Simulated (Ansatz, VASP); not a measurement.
**One calculation of CdSe, two programs**

File INCAR:

```
SYSTEM = CdSe
PREC     = Accurate       ! precision mode
ENCUT    = 520            ! plane-wave cutoff, eV
EDIFF    = 1E-6           ! SCF threshold, eV
ISMEAR   = 0              ! smearing method
SIGMA    = 0.05           ! smearing width, eV
LREAL    = .FALSE.        ! projectors in reciprocal space
LASPH    = .TRUE.         ! aspherical terms in the spheres
NELM     = 100            ! most SCF steps
ALGO     = Normal         ! electronic algorithm
ISIF     = 2              ! what is computed and relaxed
LWAVE    = .FALSE.        ! write WAVECAR
LCHARG   = .FALSE.        ! write CHGCAR
GGA      = PE             ! functional
NBANDS   = 16             ! bands
```

KPOINTS

```
Automatic mesh
0
G
  10 10 10
  0 0 0
```

The input POSCAR:

```
CdSe
1.0
    0.0000000000      2.9224272637      2.9224272637
    2.9224272637      0.0000000000      2.9224272637
    3.1721973805      3.1721973805     -0.2497701168
Cd Se
1 1
Direct
    0.0000000000      0.0000000000      0.0000000000
    0.7500000000      0.7500000000      0.7500000000
```

Input for Ansatz:

```yaml
crystal:
  lattice:
    - [0.0, 2.9224272637, 2.9224272637]
    - [2.9224272637, 0.0, 2.9224272637]
    - [3.1721973805, 3.1721973805, -0.2497701168]
  atoms:
    - { symbol: Cd, position: [0.0, 0.0, 0.0] }
    - { symbol: Se, position: [0.75, 0.75, 0.75] }
basis:
  ecutwfc: 420
kpoints:
  mp_grid: { grid: [10, 10, 10] }
hamiltonian:
  xc: pbe
scf:
  occupations: { method: gaussian, width: 0.05 }
output:
  forces: true
  stress: true
  eigenvalues: true
```

Alike in both runs: task single point; functional PBE; k mesh 10 × 10 × 10; occupations gaussian, width 0.05 eV; no spin polarisation.

```csv
,VASP,Ansatz
version,VASP 6.6.1,Ansatz 0.2.0
potentials or method,"VASP PAW PBE potentials, release 64 (Cd, Se), cutoff 520 eV","scalar-relativistic, plane waves, PAW"
valence electrons in the cell,18,36
```

```csv
,VASP,Ansatz,Ansatz less VASP
gap on the k mesh at the Fermi level (eV),0.47,0.47,+0.003
least direct gap on the mesh (eV),0.47,0.47,+0.003
pressure (GPa),4.3,4.0,-0.36
"traceless stress, the component that is largest in VASP (GPa)",-3.19,-3.12,+0.071
rms of the force components (eV/Å),0.391,0.374,-0.0176
```

Atom by atom the forces differ by 0.018 eV/Å (rms over components). With one functional, cell and mesh, what is left measures potentials, basis and numerics. VASP's potentials hold 18 valence electrons a cell and Ansatz's 36, so a difference there can come from the potentials and not from the codes.
